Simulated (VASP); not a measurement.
Ga4Se3S:

```
CELL_PARAMETERS angstrom
3.73294 0.00000 0.00000
-1.86647 3.23282 0.00000
0.00000 0.00000 16.35198
ATOMIC_POSITIONS crystal
Ga 0.33333 0.66667 0.17614
Ga 0.66667 0.33333 0.67614
Ga 0.66667 0.33333 0.82386
Ga 0.33333 0.66667 0.32386
S 0.33333 0.66667 0.60613
Se 0.66667 0.33333 0.10613
Se 0.66667 0.33333 0.39387
Se 0.33333 0.66667 0.89387
```

| Item | Value |
| --- | --- |
| Program | VASP 6.6.1 |
| Task | relaxation of cell and atoms |
| Functional | PBE |
| Dispersion | D3(BJ) |
| Potentials or basis | VASP PAW PBE potentials, release 64 (Ga_d, S, Se) |
| Cutoff | 500 eV |
| k mesh | 6 × 6 × 2 |
| Occupations | gaussian, width 0.1 eV |
| Spin | no spin polarisation |

At the start: pressure 0.4 GPa; volume 24.67 Å³/atom.

Problem. Where does the relaxation end?

Solution. Over 18 steps the energy falls by 15.1 meV/atom and the volume is 23.80 Å³/atom (-3.5 %); space group P3m1 (No. 156, to 0.1 Å) before and after.

Step by step:
```csv
step,energy change (eV),largest force (eV/Å),pressure (GPa),volume (Å³)
1,0.0000,1.1040,0.39,197.33
2,-0.0777,0.2352,-0.39,199.07
3,-0.0792,0.2582,-0.50,199.35
4,-0.0897,0.2101,0.01,197.27
5,-0.0900,0.2332,0.15,196.82
6,-0.0961,0.1633,0.00,196.50
7,-0.0977,0.3193,-0.11,196.24
8,-0.1030,0.2145,-0.08,195.67
9,-0.1073,0.2291,0.01,193.97
10,-0.1079,0.1610,-0.01,194.39
11,-0.1106,0.1430,-0.03,194.02
12,-0.1142,0.2234,-0.06,192.90
13,-0.1162,0.1782,-0.09,192.51
14,-0.1192,0.0793,-0.14,191.36
15,-0.1192,0.0870,-0.13,191.19
16,-0.1202,0.0660,0.00,190.63
17,-0.1203,0.0696,0.07,190.36
18,-0.1207,0.0399,-0.01,190.41
```

Final structure:
```yaml
crystal:
  lattice:
    - [3.73077, 0.00000, 0.00000]
    - [-1.86538, 3.23094, 0.00000]
    - [0.00000, 0.00000, 15.79676]
  atoms:
    - { symbol: Ga, position: [0.33333, 0.66667, 0.17312] }
    - { symbol: Ga, position: [0.66667, 0.33333, 0.66935] }
    - { symbol: Ga, position: [0.66667, 0.33333, 0.82410] }
    - { symbol: Ga, position: [0.33333, 0.66667, 0.32802] }
    - { symbol: S, position: [0.33333, 0.66667, 0.60475] }
    - { symbol: Se, position: [0.66667, 0.33333, 0.09707] }
    - { symbol: Se, position: [0.66667, 0.33333, 0.40396] }
    - { symbol: Se, position: [0.33333, 0.66667, 0.89961] }
```

Caveat: the relaxation stopped at a loose force limit of 0.05 eV/Å, so its end isn't a converged minimum.
